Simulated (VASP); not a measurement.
# TaN (P6/mmm) in VASP: further runs

TaN is run at these levels: PBEsol; tasks: single point.

Everything below comes from runs of VASP 6.6.1. Logs are shortened: lines on timing, memory, paths and dates and some standing lists are left out, and cuts for length are marked.

### Step 1. The cell of the first run

The structure is hexagonal, space group P6/mmm (No. 191). The conventional cell has a = 5.124 Å, b = 5.124 Å, c = 2.900 Å, α = 90.00°, β = 90.00°, γ = 120.00°. Ta (site symmetry 6/mmm) has 6 N at 2.56 Å and 14 Ta at 2.90 to 3.29 Å within 3.4 Å. Ta (site symmetry -6m2) has 6 N at 2.07 Å within 2.7 Å. Within 2.7 Å of N (site symmetry mmm) lie 6 Ta at 2.07 to 2.56 Å and 4 N at 2.56 Å.

### Step 2. Single point, PBEsol

Input file INCAR:

```
SYSTEM = TaN
ALGO = Normal ; EDIFF = 1E-6
ENCUT = 700 ; GGA = PS
GGA_COMPAT = .False. ; ISIF = 2
ISMEAR = 0 ; LASPH = .True.
LCHARG = .True. ; LELF = .True.
LREAL = .False. ; LVHAR = .True.
LWAVE = .False. ; NBANDS = 36
NELM = 120 ; PREC = Accurate
SIGMA = 0.1
```

Input file KPOINTS:

```
k-points
0
Gamma
  6 6 9
  0 0 0
```

Input file POSCAR:

```
TaN
1.0
    5.1236603790      0.0000000000      0.0000000000
   -2.5618301895      4.4372200486      0.0000000000
    0.0000000000      0.0000000000      2.8996899345
Ta N
3 3
Direct
    0.0000000000      0.0000000000      0.0000000000
    0.3333333333      0.6666666667      0.5000000000
    0.6666666667      0.3333333333      0.5000000000
    0.5000000000      0.0000000000      0.0000000000
    0.0000000000      0.5000000000      0.0000000000
    0.5000000000      0.5000000000      0.0000000000
```

Potentials or basis: VASP PAW PBE potentials, release 64 (Ta_sv_GW, N).

Command:

```
$ cat potpaw_PBE.64/Ta_sv_GW/POTCAR potpaw_PBE.64/N/POTCAR > POTCAR
$ mpirun -np 1 vasp_std > vasp.out
```

OUTCAR:

```text
SYSTEM = TaN
   EDIFF = 1E-6
   ENCUT = 700
   GGA = PS
   ISIF = 2
   ISMEAR = 0
   LASPH = .True.
   LREAL = .False.
   NELM = 120
   PREC = Accurate

 ion  position               nearest neighbor table
   1  0.000  0.000  0.000-   2 3.29   3 3.29   2 3.29   3 3.29   3 3.29   3 3.29   2 3.29   2 3.29
                             3 3.29   3 3.29   2 3.29   2 3.29
   2  0.333  0.667  0.500-   5 2.07   5 2.07   4 2.07   4 2.07   6 2.07   6 2.07   3 2.96   3 2.96
                             3 2.96   1 3.29   1 3.29   1 3.29   1 3.29   1 3.29   1 3.29
   3  0.667  0.333  0.500-   5 2.07   5 2.07   4 2.07   4 2.07   6 2.07   6 2.07   2 2.96   2 2.96
                             2 2.96   1 3.29   1 3.29   1 3.29   1 3.29   1 3.29   1 3.29
   4  0.500  0.000  0.000-   2 2.07   3 2.07   2 2.07   3 2.07
   5  0.000  0.500  0.000-   2 2.07   3 2.07   2 2.07   3 2.07
   6  0.500  0.500  0.000-   2 2.07   3 2.07   2 2.07   3 2.07

  LATTYP: Found a hexagonal cell.
 ALAT       =     5.1236603790
 C/A-ratio  =     0.5659410890

  Lattice vectors:

 A1 = (   5.1236603790,   0.0000000000,   0.0000000000)
 A2 = (  -2.5618301895,   4.4372200486,   0.0000000000)
 A3 = (   0.0000000000,   0.0000000000,   2.8996899345)

Analysis of symmetry for initial positions (statically):
=====================================================================
 Subroutine PRICEL returns:
 Original cell was already a primitive cell.

 Routine SETGRP: Setting up the symmetry group for a
 hexagonal supercell.

 Subroutine GETGRP returns: Found 24 space group operations
 (whereof 24 operations were pure point group operations)
 out of a pool of 24 trial point group operations.

The static configuration has the point symmetry D_6h.

Analysis of symmetry for dynamics (positions and initial velocities):
=====================================================================
 Subroutine PRICEL returns:
 Original cell was already a primitive cell.

 Routine SETGRP: Setting up the symmetry group for a
 hexagonal supercell.

 Subroutine GETGRP returns: Found 24 space group operations
 (whereof 24 operations were pure point group operations)
 out of a pool of 24 trial point group operations.

The dynamic configuration has the point symmetry D_6h.

 Subroutine INISYM returns: Found 24 space group operations
 (whereof 24 operations are pure point group operations),
 and found     1 'primitive' translations

----------------------------------------------------------------------------------------

                                     Primitive cell

  volume of cell :      65.9239

  direct lattice vectors                    reciprocal lattice vectors
     5.123660379  0.000000000  0.000000000     0.195172967  0.112683165  0.000000000
    -2.561830190  4.437220049  0.000000000     0.000000000  0.225366331  0.000000000
     0.000000000  0.000000000  2.899689935     0.000000000  0.000000000  0.344864459

  length of vectors
     5.123660379  5.123660379  2.899689935     0.225366331  0.225366331  0.344864459

  position of ions in fractional coordinates (direct lattice)
     0.000000000  0.000000000  0.000000000
     0.333333333  0.666666667  0.500000000
     0.666666667  0.333333333  0.500000000
     0.500000000  0.000000000  0.000000000
     0.000000000  0.500000000  0.000000000
     0.500000000  0.500000000  0.000000000

  ion indices of the primitive-cell ions
   primitive index   ion index
                 1           1
                 2           2
                 3           3
                 4           4
                 5           5
                 6           6

----------------------------------------------------------------------------------------

 KPOINTS: k-points

Automatic generation of k-mesh.
 Grid dimensions read from file:
 generate k-points for:    6    6    9

 Generating k-lattice:

  Cartesian coordinates                     Fractional coordinates (reciprocal lattice)
     0.032528828  0.018780528  0.000000000     0.166666667  0.000000000  0.000000000
     0.000000000  0.037561055  0.000000000     0.000000000  0.166666667  0.000000000
     0.000000000  0.000000000  0.038318273     0.000000000  0.000000000  0.111111111

  Length of vectors
     0.037561055  0.037561055  0.038318273

  Shift w.r.t. Gamma in fractional coordinates (k-lattice)
     0.000000000  0.000000000  0.000000000

 Subroutine IBZKPT returns following result:
 ===========================================

 Found     35 irreducible k-points:

 Following reciprocal coordinates:
            Coordinates               Weight
  0.000000  0.000000  0.000000      1.000000
  0.166667  0.000000  0.000000      6.000000
  0.333333  0.000000  0.000000      6.000000
  0.500000  0.000000  0.000000      3.000000
  0.166667  0.166667  0.000000      6.000000
  0.333333  0.166667  0.000000     12.000000
[... 16 lines left out ...]
  0.166667  0.000000  0.333333     12.000000
  0.333333  0.000000  0.333333     12.000000
 [... further k-points ...]
   k-points           NKPTS =     35   k-points in BZ     NKDIM =     35   number of bands    NBANDS=     36
   number of dos      NEDOS =    301   number of ions     NIONS =      6
   total plane-waves  NPLWV =  64512
   dimension x,y,z NGX =    48 NGY =   48 NGZ =   28
   dimension x,y,z NGXF=    96 NGYF=   96 NGZF=   56
   ions per type =               3   3
   NGX,Y,Z   is equivalent  to a cutoff of  15.57, 15.57, 16.05 a.u.
   NGXF,Y,Z  is equivalent  to a cutoff of  31.15, 31.15, 32.11 a.u.
 SYSTEM =  TaN
   PREC   = accura    normal or accurate (medium, high low for compatibility)
   ISTART =      0    job   : 0-new  1-cont  2-samecut
   ICHARG =      2    charge: 1-file 2-atom 10-const
   ISPIN  =      1    spin polarized calculation?
   LNONCOLLINEAR =      F non collinear calculations
   LSORBIT =      F    spin-orbit coupling
   LASPH  =      T    aspherical Exc in radial PAW
   ENCUT  =  700.0 eV  51.45 Ry    7.17 a.u.  11.05 11.05  6.26*2*pi/ulx,y,z
   NELM   =    120;   NELMIN=  2; NELMDL= -5     # of ELM steps
   EDIFF  = 0.1E-05   stopping-criterion for ELM
   LREAL  =      F    real-space projection
   EDIFFG = 0.1E-04   stopping-criterion for IOM
   NSW    =      0    number of steps for IOM
   IBRION =     -1    ionic relax: 0-MD 1-quasi-New 2-CG
   NFREE  =      0    steps in history (QN), initial steepest desc. (CG)
   ISIF   =      2    stress and relaxation
   ISYM   =      2    0-nonsym 1-usesym 2-fastsym
   POTIM  = 0.5000    time-step for ionic-motion
   TEBEG  =    0.0;   TEEND  =   0.0 temperature during run
   PSTRESS=    0.0 pullay stress
   NELECT =      54.0000    total number of electrons
   NUPDOWN=      -1.0000    fix difference up-down
   EMIN   =  10.00;   EMAX   =-10.00  energy-range for DOS
   EFERMI =   0.00;   METHOD = LEGACY
   ISMEAR =     0;   SIGMA  =   0.10  broadening in eV -4-tet -1-fermi 0-gaus
   EFERMI_NEDOS =   21; number of points for ismear=-14 and -15
   IALGO  =     38    algorithm
   IMIX   =      4    mixing-type and parameters
     AMIX     =   0.40;   BMIX     =  1.00
     AMIX_MAG =   1.60;   BMIX_MAG =  1.00
  volume/ion in A,a.u.               =      10.99        74.15
  Fermi-wavevector in a.u.,A,eV,Ry     =   1.531764  2.894614 31.923353  2.346300
  Thomas-Fermi vector in A             =   2.639063
   LORBIT       =      0    0 simple, 1 ext, 2 COOP (PROOUT), +10 PAW based schemes
   GGA     = PS    functional components
   LHFCALC =     F    Hartree Fock is set to
   AEXX    =    0.0000 exact exchange contribution
   IVDW    =     0    specifies the selected vdW correction
   LEPSILON=     F    determine dielectric tensor
   LRPA    =     F    only Hartree local field effects (RPA)
 non-spin polarized calculation
 Gauss-broadening in eV      SIGMA  =   0.10
  energy-cutoff  :      700.00
  volume of cell :       65.92
 maximum number of plane-waves:      2786
 NGX is ok and might be reduce to    48
   NGX = 23   NGY = 23   NGZ = 13

 number of electron      53.9999999 magnetization

 Free energy of the ion-electron system (eV)
  ---------------------------------------------------
  ext. energy  EPLUGINS =         0.00000000
  ---------------------------------------------------
  free energy    TOTEN  =       -76.28109299 eV

  energy without entropy =      -76.27822703  energy(sigma->0) =      -76.27966001

 E-fermi :  12.2979     XC(G=0): -13.7094

 val. band max:       12.2864482856   @ k =   0.1667   0.0000   0.2222
 cond. band min:      12.3369215516   @ k =   0.0000   0.0000   0.2222
 fundamental gap:      0.0504732660
 Fermi energy:        12.2978541004

 k-point     1 :       0.0000    0.0000    0.0000
  band No.  band energies     occupation
      1     -56.7171      2.00000
      2     -56.6597      2.00000
      3     -56.4332      2.00000
      4     -23.6399      2.00000
      5     -23.6399      2.00000
      6     -23.2263      2.00000
[... 28 lines left out ...]
     35      15.8387      0.00000
     36      16.1987      0.00000

 k-point     2 :       0.1667    0.0000    0.0000
  band No.  band energies     occupation
      1     -56.7136      2.00000
      2     -56.6631      2.00000
      3     -56.4334      2.00000
      4     -23.6658      2.00000
      5     -23.6288      2.00000
      6     -23.1929      2.00000
[... 28 lines left out ...]
     35      15.9492      0.00000
     36      16.1253      0.00000

 k-point     3 :       0.3333    0.0000    0.0000
  band No.  band energies     occupation
      1     -56.7046      2.00000
      2     -56.6717      2.00000
      3     -56.4339      2.00000
      4     -23.7093      2.00000
      5     -23.5714      2.00000
      6     -23.2051      2.00000
[... 28 lines left out ...]
     35      16.1591      0.00000
     36      16.1866      0.00000
[... 742 lines left out ...]
 k-point    23 :       0.1667    0.0000    0.3333
  band No.  band energies     occupation
      1     -56.6754      2.00000
      2     -56.6265      2.00000
      3     -56.4044      2.00000
      4     -23.7574      2.00000
      5     -23.5423      2.00000
      6     -23.5239      2.00000
[... 28 lines left out ...]
     35      16.0630      0.00000
     36      16.5768      0.00000

 k-point    24 :       0.3333    0.0000    0.3333
  band No.  band energies     occupation
      1     -56.6670      2.00000
      2     -56.6350      2.00000
      3     -56.4046      2.00000
      4     -23.7344      2.00000
      5     -23.5810      2.00000
      6     -23.5480      2.00000
[... 28 lines left out ...]
     35      16.4197      0.00000
     36      17.0922      0.00000

 [... further k-points ...]
[... 5 lines left out ...]
  --------------------------------------------------------------------------------------
  -------------------------------------------------------------------------------------
  Total        4.1536254      4.1536254      4.2557765      0.0000000      0.0000000      0.0000000
  in kB      100.9473793    100.9473793    103.4300020      0.0000000      0.0000000      0.0000000
  external PRESSURE =     101.7749202 kB  Pullay stress =       0.0000000 kB

 VOLUME and BASIS-vectors are now :
 -----------------------------------------------------------------------------
  energy-cutoff  :      700.00
  volume of cell :       65.92
      direct lattice vectors                 reciprocal lattice vectors
     5.123660379  0.000000000  0.000000000     0.195172967  0.112683165  0.000000000
    -2.561830190  4.437220049  0.000000000     0.000000000  0.225366331  0.000000000
     0.000000000  0.000000000  2.899689935     0.000000000  0.000000000  0.344864459

 POSITION                                       TOTAL-FORCE (eV/Angst)
 -----------------------------------------------------------------------------------
      0.00000      0.00000      0.00000        -0.000000      0.000000      0.000000
     -0.00000      2.95815      1.44984         0.000000     -0.000000     -0.000000
      2.56183      1.47907      1.44984        -0.000000      0.000000      0.000000
      2.56183      0.00000      0.00000        -0.000000      0.000000      0.000000
     -1.28092      2.21861      0.00000        -0.000000      0.000000      0.000000
      1.28092      2.21861      0.00000        -0.000000      0.000000      0.000000
 -----------------------------------------------------------------------------------
    total drift:                               -0.000000      0.000000     -0.000000

  FREE ENERGIE OF THE ION-ELECTRON SYSTEM (eV)
  ---------------------------------------------------
  free  energy   TOTEN  =       -76.2810929914 eV

  energy  without entropy=      -76.2782270315  energy(sigma->0) =      -76.27966001
```

Run time: 93 s. Hardware: 1 thread of Intel Xeon 6975P-C (Granite Rapids), shared host; peak memory 0.31 GiB.

What came out:

* Free energy: -76.2811 eV
* Pressure: 10.2 GPa
* Band gap on the k mesh: zero (bands 27 and 28 overlap by 2.14 eV)

Caveat: the cell stands under pressure; the PAW data sets were made with another functional, which shifts forces and pressure a little; spin-orbit coupling is left out, which moves the levels of the heavy elements.

(Part 1 of 2 ends here.)

The gap in the log of VASP goes by the Fermi energy; the results here count the filled bands.